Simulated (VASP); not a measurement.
Set up this calculation in VASP 6.6.1, as the native input.

* Task: single point
* Functional: PBE
* Potentials or basis: VASP PAW PBE potentials, release 64 (Sc_sv)
* Cutoff: 520 eV
* k mesh: 15 × 15 × 8
* Occupations: gaussian, width 0.1 eV
* Spin: no spin polarisation
* Dipole correction: no
* Further INCAR settings: ALGO = Normal; EDIFF = 1e-06; NBANDS = 18

The structure of Sc lies in POSCAR:

```
Sc
1.0
    3.2193436026      0.0000000000      0.0000000000
   -1.6096718013      2.7880333434      0.0000000000
    0.0000000000      0.0000000000      4.9948031877
Sc
2
Direct
    0.3333333333      0.6666666667      0.2500000000
    0.6666666667      0.3333333333      0.7500000000
```

This cell differs from its parent crystal: volume scaled by 0.91, then relaxed in part.

These files were run (other wordings do the same):

INCAR

```
SYSTEM = Sc
PREC = Accurate
ENCUT = 520
EDIFF = 1E-6
ISMEAR = 0
SIGMA = 0.1
LREAL = .FALSE.
LASPH = .TRUE.
NELM = 100
ALGO = Normal
ISIF = 2
LWAVE = .FALSE.
LCHARG = .FALSE.
GGA = PE
NBANDS = 18
```

KPOINTS

```
regular mesh
0
G
  15 15 8
  0 0 0
```

Potentials or basis: VASP PAW PBE potentials, release 64 (Sc_sv).

Launch:

```console
$ cat potpaw_PBE.64/Sc_sv/POTCAR > POTCAR
$ mpirun -np 1 vasp_std > vasp.out
```

It gave:

* Pressure: 6.0 GPa
* Band gap on the k mesh: zero (band 11 reaches 5.31 eV, above the bottom of band 12 at 3.61 eV)

Wall time 62 s on 1 thread of Intel Xeon 6975P-C (shared host), peak memory 0.22 GiB.
